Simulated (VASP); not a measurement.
Input of a VASP 6.6.1 run:

INCAR

```
PREC     = Accurate       # precision mode
ENCUT    = 520            # plane-wave cutoff, eV
EDIFF    = 1E-6           # SCF threshold, eV
ISMEAR   = 0              # smearing method
SIGMA    = 0.3            # smearing width, eV
LREAL    = False          # projectors in reciprocal space
LASPH    = True           # aspherical terms in the spheres
NELM     = 80             # most SCF steps
ALGO     = Normal         # electronic algorithm
ISIF     = 2              # what is computed and relaxed
LWAVE    = False          # write WAVECAR
LCHARG   = False          # write CHGCAR
GGA      = PS             # functional
NBANDS   = 11             # bands
```

KPOINTS

```
Automatic mesh
0
Gamma
  15 15 4
```

The input POSCAR:

```
C
1.0
    2.4561700000      0.0000000000      0.0000000000
   -1.2280850000      2.1271060000      0.0000000000
    0.0000000000      0.0000000000      8.5238030000
C
2
Direct
    0.3333333333      0.6666666667      0.0000000000
    0.6666666667      0.3333333333      0.0000000000
```

Potentials or basis: VASP PAW PBE potentials, release 64 (C).

Launch:

```console
$ cat potpaw_PBE.64/C/POTCAR > POTCAR
$ mpirun -np 1 vasp_std > vasp.out
```

Problem. What does it give for the band gap on the k mesh?

Solution. Zero (filled and empty bands touch).
